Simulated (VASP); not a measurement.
# SiO2 (Fd-3m) in VASP: single point with PBE

Aim: the single point of SiO2 with PBE.

Program: VASP 6.6.1. These are calculated values, not measurements. Logs are shortened: lines on timing, memory, paths and dates and some standing lists are left out, and cuts for length are marked.

**1. The cell of the first run**

Symmetry: Fd-3m, No. 227, cubic system. Conventional cell: a = 7.460 Å, b = 7.460 Å, c = 7.460 Å, α = 90.00°, β = 90.00°, γ = 90.00°. Si (site symmetry -43m) has 4 O at 1.62 Å within 2.1 Å. O (site symmetry -3m) has 2 Si at 1.62 Å within 2.1 Å. Within 2.1 Å of O (site symmetry -3m) lie 2 Si at 1.62 Å.

**2. Single point, PBE**

File INCAR:

```
PREC = Accurate
ENCUT = 520
EDIFF = 1E-6
ISMEAR = 0
SIGMA = 0.1
LREAL = False
LASPH = True
NELM = 60
ALGO = Normal
ISIF = 2
LWAVE = False
LCHARG = True
GGA = PE
LELF = True
LVHAR = True
NBANDS = 44
```

File KPOINTS:

```
regular mesh
0
Gamma
  4 4 4
```

File POSCAR:

```
SiO2
1.0
    0.0000000000      3.7300469099      3.7300469099
    3.7300469099      3.7300469099      0.0000000000
   -3.7300469099      7.4600938198     -3.7300469099
Si O
4 8
Direct
    0.3750000000      0.3750000000      0.8750000000
    0.8750000000      0.8750000000      0.3750000000
    0.0000000000      0.0000000000      1.0000000000
    0.5000000000      0.5000000000      0.5000000000
    0.6875000000      0.1875000000      0.9375000000
    0.1875000000      0.6875000000      0.4375000000
    0.1875000000      0.1875000000      0.9375000000
    0.6875000000      0.6875000000      0.4375000000
    0.1875000000      0.6875000000      0.9375000000
    0.6875000000      0.1875000000      0.4375000000
    0.4375000000      0.4375000000      0.6875000000
    0.9375000000      0.9375000000      0.1875000000
```

Potentials or basis: VASP PAW PBE potentials, release 64 (Si, O).

Run with:

```bash
> cat potpaw_PBE.64/Si/POTCAR potpaw_PBE.64/O/POTCAR > POTCAR
> mpirun -np 1 vasp_std > vasp.out
```

OUTCAR:

```text
PREC = Accurate
   ENCUT = 520
   EDIFF = 1E-6
   ISMEAR = 0
   LREAL = False
   LASPH = True
   NELM = 60
   ISIF = 2
   GGA = PE

 ion  position               nearest neighbor table
   1  0.375  0.375  0.875-   5 1.62   9 1.62   7 1.62  11 1.62
   2  0.875  0.875  0.375-   6 1.62  10 1.62   8 1.62  12 1.62
   3  0.000  0.000  0.000-   5 1.62   9 1.62   7 1.62  12 1.62
   4  0.500  0.500  0.500-   6 1.62  10 1.62   8 1.62  11 1.62
   5  0.688  0.188  0.938-   1 1.62   3 1.62
   6  0.188  0.688  0.438-   2 1.62   4 1.62
   7  0.188  0.188  0.938-   1 1.62   3 1.62
   8  0.688  0.688  0.438-   2 1.62   4 1.62
   9  0.188  0.688  0.938-   1 1.62   3 1.62
  10  0.688  0.188  0.438-   2 1.62   4 1.62
  11  0.438  0.438  0.688-   1 1.62   4 1.62
  12  0.938  0.938  0.188-   2 1.62   3 1.62

  LATTYP: Found a trigonal (rhomboedric) cell.
 ALAT       =     9.1367116459
 COS(alpha) =     0.8333333333

  Lattice vectors:

 A1 = (  -3.7300469099,   3.7300469099,  -7.4600938198)
 A2 = (  -7.4600938198,   3.7300469099,  -3.7300469099)
 A3 = (  -3.7300469099,   7.4600938198,  -3.7300469099)

Analysis of symmetry for initial positions (statically):
=====================================================================
 Subroutine PRICEL returns following result:

  LATTYP: Found a face centered cubic cell.
 ALAT       =     7.4600938198

  Lattice vectors:

 A1 = (   0.0000000000,  -3.7300469099,   3.7300469099)
 A2 = (  -3.7300469099,   0.0000000000,   3.7300469099)
 A3 = (  -3.7300469099,  -3.7300469099,   0.0000000000)

   2 primitive cells build up your supercell.

 Routine SETGRP: Setting up the symmetry group for a
 trigonal (rhombohedral) supercell.

 Subroutine GETGRP returns: Found 12 space group operations
 (whereof  6 operations were pure point group operations)
 out of a pool of 12 trial point group operations.

The static configuration has the point symmetry C_3v.
 The point group associated with its full space group is D_3d.

Analysis of symmetry for dynamics (positions and initial velocities):
=====================================================================
 Subroutine PRICEL returns following result:

  LATTYP: Found a face centered cubic cell.
 ALAT       =     7.4600938198

  Lattice vectors:

 A1 = (   0.0000000000,  -3.7300469099,   3.7300469099)
 A2 = (  -3.7300469099,   0.0000000000,   3.7300469099)
 A3 = (  -3.7300469099,  -3.7300469099,   0.0000000000)

   2 primitive cells build up your supercell.

 Routine SETGRP: Setting up the symmetry group for a
 trigonal (rhombohedral) supercell.

 Subroutine GETGRP returns: Found 12 space group operations
 (whereof  6 operations were pure point group operations)
 out of a pool of 12 trial point group operations.

The dynamic configuration has the point symmetry C_3v.
 The point group associated with its full space group is D_3d.

 Subroutine INISYM returns: Found 12 space group operations
 (whereof  6 operations are pure point group operations),
 and found     2 'primitive' translations

----------------------------------------------------------------------------------------

                                     Primitive cell

  volume of cell :     103.7941

  direct lattice vectors                    reciprocal lattice vectors
     0.000000000 -3.730046910  3.730046910     0.134046572 -0.134046572  0.134046572
    -3.730046910  0.000000000  3.730046910    -0.134046572  0.134046572  0.134046572
    -3.730046910 -3.730046910  0.000000000    -0.134046572 -0.134046572 -0.134046572

  length of vectors
     5.275082928  5.275082928  5.275082928     0.232175473  0.232175473  0.232175473

  position of ions in fractional coordinates (direct lattice)
     0.250000000  0.250000000  0.250000000
     0.000000000  1.000000000  0.000000000
     0.125000000  0.625000000  0.125000000
     0.125000000  0.125000000  0.625000000
     0.125000000  0.125000000  0.125000000
     0.625000000  0.125000000  0.125000000

  ion indices of the primitive-cell ions
   primitive index   ion index
                 1           1
                 2           4
                 3           5
                 4           7
                 5           9
                 6          11

----------------------------------------------------------------------------------------

 KPOINTS: regular mesh

Automatic generation of k-mesh.
 Grid dimensions read from file:
 generate k-points for:    4    4    4

 Generating k-lattice:

  Cartesian coordinates                     Fractional coordinates (reciprocal lattice)
    -0.016755821  0.016755821  0.050267464     0.250000000  0.000000000 -0.000000000
     0.050267464  0.016755821 -0.016755821     0.000000000  0.250000000 -0.000000000
    -0.016755821  0.016755821 -0.016755821     0.000000000  0.000000000  0.250000000

  Length of vectors
     0.055572773  0.055572773  0.029021934

  Shift w.r.t. Gamma in fractional coordinates (k-lattice)
     0.000000000  0.000000000  0.000000000

 Subroutine IBZKPT returns following result:
 ===========================================

 Found     13 irreducible k-points:

 Following reciprocal coordinates:
            Coordinates               Weight
  0.000000  0.000000  0.000000      1.000000
  0.250000  0.000000  0.000000      6.000000
  0.500000  0.000000  0.000000      3.000000
  0.250000  0.250000  0.000000      6.000000
  0.500000  0.250000  0.000000     12.000000
 -0.250000  0.250000  0.000000      6.000000
  0.500000  0.500000  0.000000      3.000000
  0.000000  0.000000  0.250000      2.000000
  0.500000  0.000000  0.250000      6.000000
 -0.250000  0.000000  0.250000      6.000000
 -0.250000  0.500000  0.250000      6.000000
 -0.250000 -0.250000  0.250000      6.000000
  0.000000  0.000000  0.500000      1.000000
   k-points           NKPTS =     13   k-points in BZ     NKDIM =     13   number of bands    NBANDS=     44
   number of dos      NEDOS =    301   number of ions     NIONS =     12
   total plane-waves  NPLWV = 112000
   dimension x,y,z NGX =    40 NGY =   40 NGZ =   70
   dimension x,y,z NGXF=    80 NGYF=   80 NGZF=  140
   ions per type =               4   8
   NGX,Y,Z   is equivalent  to a cutoff of  12.61, 12.61, 12.74 a.u.
   NGXF,Y,Z  is equivalent  to a cutoff of  25.21, 25.21, 25.47 a.u.
 SYSTEM =  unknown system
   PREC   = accura    normal or accurate (medium, high low for compatibility)
   ISTART =      0    job   : 0-new  1-cont  2-samecut
   ICHARG =      2    charge: 1-file 2-atom 10-const
   ISPIN  =      1    spin polarized calculation?
   LNONCOLLINEAR =      F non collinear calculations
   LSORBIT =      F    spin-orbit coupling
   LASPH  =      T    aspherical Exc in radial PAW
   ENCUT  =  520.0 eV  38.22 Ry    6.18 a.u.   9.81  9.81 16.99*2*pi/ulx,y,z
   NELM   =     60;   NELMIN=  2; NELMDL= -5     # of ELM steps
   EDIFF  = 0.1E-05   stopping-criterion for ELM
   LREAL  =      F    real-space projection
[... 7 lines left out ...]
   TEBEG  =    0.0;   TEEND  =   0.0 temperature during run
   PSTRESS=    0.0 pullay stress
   NELECT =      64.0000    total number of electrons
   NUPDOWN=      -1.0000    fix difference up-down
   EMIN   =  10.00;   EMAX   =-10.00  energy-range for DOS
   EFERMI =   0.00;   METHOD = LEGACY
   ISMEAR =     0;   SIGMA  =   0.10  broadening in eV -4-tet -1-fermi 0-gaus
   EFERMI_NEDOS =   21; number of points for ismear=-14 and -15
   IALGO  =     38    algorithm
   IMIX   =      4    mixing-type and parameters
     AMIX     =   0.40;   BMIX     =  1.00
     AMIX_MAG =   1.60;   BMIX_MAG =  1.00
  volume/ion in A,a.u.               =      17.30       116.74
  Fermi-wavevector in a.u.,A,eV,Ry     =   1.105946  2.089935 16.641507  1.223116
  Thomas-Fermi vector in A             =   2.242440
   LORBIT       =      0    0 simple, 1 ext, 2 COOP (PROOUT), +10 PAW based schemes
   GGA     = PE    functional components
   LHFCALC =     F    Hartree Fock is set to
   AEXX    =    0.0000 exact exchange contribution
   IVDW    =     0    specifies the selected vdW correction
   LEPSILON=     F    determine dielectric tensor
   LRPA    =     F    only Hartree local field effects (RPA)
 non-spin polarized calculation
 Gauss-broadening in eV      SIGMA  =   0.10
  energy-cutoff  :      520.00
  volume of cell :      207.59
 maximum number of plane-waves:      5604
   NGX = 19   NGY = 19   NGZ = 33

 number of electron      63.9999983 magnetization

 Free energy of the ion-electron system (eV)
  ---------------------------------------------------
  ext. energy  EPLUGINS =         0.00000000
  ---------------------------------------------------
  free energy    TOTEN  =       -94.83836196 eV

  energy without entropy =      -94.83836196  energy(sigma->0) =      -94.83836196

 E-fermi :  -0.4499     XC(G=0):  -7.4141

 val. band max:       -0.9851337706   @ k =   0.0000   0.0000   0.0000
 cond. band min:       4.3855778286   @ k =   0.0000   0.0000   0.0000
 fundamental gap:      5.3707115992
 Fermi energy:        -0.4499187860

 k-point     1 :       0.0000    0.0000    0.0000
  band No.  band energies     occupation
      1     -20.3235      2.00000
      2     -19.9268      2.00000
      3     -18.9875      2.00000
      4     -18.3567      2.00000
      5     -18.3567      2.00000
      6     -18.3472      2.00000
[... 36 lines left out ...]
     43      10.6201      0.00000
     44      10.7558      0.00000

 k-point     2 :       0.2500    0.0000    0.0000
  band No.  band energies     occupation
      1     -20.1711      2.00000
      2     -19.7852      2.00000
      3     -19.1614      2.00000
      4     -18.6177      2.00000
      5     -18.3675      2.00000
      6     -18.3605      2.00000
[... 509 lines left out ...]
 k-point    13 :       0.0000    0.0000    0.5000
  band No.  band energies     occupation
      1     -20.1634      2.00000
      2     -20.1634      2.00000
      3     -18.6336      2.00000
      4     -18.6336      2.00000
      5     -18.3521      2.00000
      6     -18.3521      2.00000
[... 36 lines left out ...]
     43       9.4419      0.00000
     44       9.4419      0.00000

------------------------ aborting loop because EDIFF is reached ----------------------------------------

  FORCE on cell =-STRESS in cart. coord.  units (eV):
  Direction    XX          YY          ZZ          XY          YZ          ZX
  --------------------------------------------------------------------------------------
  -------------------------------------------------------------------------------------
  Total        0.0847817      0.0847817      0.0847817     -0.0001784     -0.0001784      0.0001784
  in kB        0.6543498      0.6543498      0.6543498     -0.0013769     -0.0013769      0.0013769
  external PRESSURE =       0.6543498 kB  Pullay stress =       0.0000000 kB

 VOLUME and BASIS-vectors are now :
 -----------------------------------------------------------------------------
  energy-cutoff  :      520.00
  volume of cell :      207.59
      direct lattice vectors                 reciprocal lattice vectors
     0.000000000  3.730046910  3.730046910    -0.067023286  0.067023286  0.201069857
     3.730046910  3.730046910  0.000000000     0.201069857  0.067023286 -0.067023286
    -3.730046910  7.460093820 -3.730046910    -0.067023286  0.067023286 -0.067023286

 POSITION                                       TOTAL-FORCE (eV/Angst)
 -----------------------------------------------------------------------------------
     -1.86502      9.32512     -1.86502        -0.000059      0.000059     -0.000059
      1.86502      9.32512      1.86502        -0.000059      0.000059     -0.000059
      0.00000      0.00000      0.00000         0.000059     -0.000059      0.000059
      0.00000      7.46009      0.00000         0.000059     -0.000059      0.000059
     -2.79754     10.25763     -0.93251         0.000000      0.000000     -0.000000
      0.93251      6.52758     -0.93251         0.000000      0.000000      0.000000
     -2.79754      8.39261     -2.79754        -0.000000      0.000000     -0.000000
      0.93251      8.39261      0.93251         0.000000     -0.000000      0.000000
     -0.93251     10.25763     -2.79754         0.000000      0.000000      0.000000
     -0.93251      6.52758      0.93251         0.000000      0.000000      0.000000
     -0.93251      8.39261     -0.93251         0.000000      0.000000      0.000000
      2.79754      8.39261      2.79754         0.000000      0.000000     -0.000000
 -----------------------------------------------------------------------------------
    total drift:                                0.000111     -0.000286      0.000111

  FREE ENERGIE OF THE ION-ELECTRON SYSTEM (eV)
  ---------------------------------------------------
  free  energy   TOTEN  =       -94.8383619566 eV

  energy  without entropy=      -94.8383619566  energy(sigma->0) =      -94.83836196
```

Run time: 2 min. Hardware: 1 thread of Intel Xeon Platinum 8375C at 2.90GHz (Ice Lake), shared host; peak memory 0.35 GiB.

What came out:

```
Free energy            : -94.8384 eV
Pressure               : 0.1 GPa
Band gap on the k mesh : 5.37 eV
```

A k mesh can miss the band edges.
